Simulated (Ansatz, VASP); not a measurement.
## Two plane-wave programs on Sn2Bi2Te

```
Sn Bi Te
1.0
     4.61509    0.00000    0.00000
    -2.30755    3.99679    0.00000
     0.00000    0.00000    9.51358
Sn Bi Te
2 2 1
Cartesian
  0.0000 2.6645 0.7549
  2.3075 1.3323 0.7549
  0.0000 2.6645 4.5084
  2.3075 1.3323 4.5084
  0.0000 0.0000 2.8248
```

Alike in both runs: task relaxation of cell and atoms; functional PBE; k mesh 6 × 6 × 2; occupations gaussian, width 0.1 eV; no spin polarisation.

|  | VASP | Ansatz |
| --- | --- | --- |
| version | VASP 6.6.1 | Ansatz 0.2.0 |
| potentials or method | VASP PAW PBE potentials, release 64 (Sn_d, Bi_d, Te), cutoff 600 eV | scalar-relativistic, plane waves, PAW |
| valence electrons in the cell | 64 | 74 |

Ansatz gave:

- gap on the k mesh at the Fermi level, each at its own relaxed structure (eV): none
- relaxed volume (Å³/atom): 35.07
- relaxed length of the cell vector where the two differ most in proportion (Å): 6.627

Problem. What did VASP give for the same quantities?

Solution. gap on the k mesh at the Fermi level, each at its own relaxed structure (eV): none; relaxed volume (Å³/atom): 42.30; relaxed length of the cell vector where the two differ most in proportion (Å): 7.903.

A gap of «none» marks a metal or a gap that the smearing closes. One of these differences is far larger than is usual between the two programs; its cause wasn't traced. VASP's potentials hold 64 valence electrons a cell and Ansatz's 74, so a difference there can come from the potentials and not from the codes.

Spin-orbit coupling is off throughout. Noted on VASP's run: the volume moved by over 15 % at a fixed basis, so the end points are rough.
